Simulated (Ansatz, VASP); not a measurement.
**Cd: VASP beside Ansatz**

```
Cd
1.0
     3.10721    0.00000    0.00000
     0.00000    3.10721    0.00000
     0.00000    0.00000    3.10721
Cd
1
Direct
  0.00000 0.00000 0.00000
```

Alike in both runs: task single point; functional RPBE; k mesh 12 × 12 × 12; occupations fermi-dirac, width 0.1 eV; no spin polarisation.

```csv
,VASP,Ansatz
version,VASP 6.6.1,Ansatz 0.2.0
potentials or method,"VASP PAW PBE potentials, release 64 (Cd), cutoff 520 eV","plane waves (420 eV) with PAW, scalar-relativistic"
valence electrons in the cell,12,20
```

Ansatz gave:

- pressure (GPa): -0.6

Q: Estimate VASP's values.

A: Pressure (GPa): -0.5.

VASP's potentials were made for PBE, not for RPBE. VASP's potentials hold 12 valence electrons a cell and Ansatz's 20, so a difference there can come from the potentials and not from the codes.
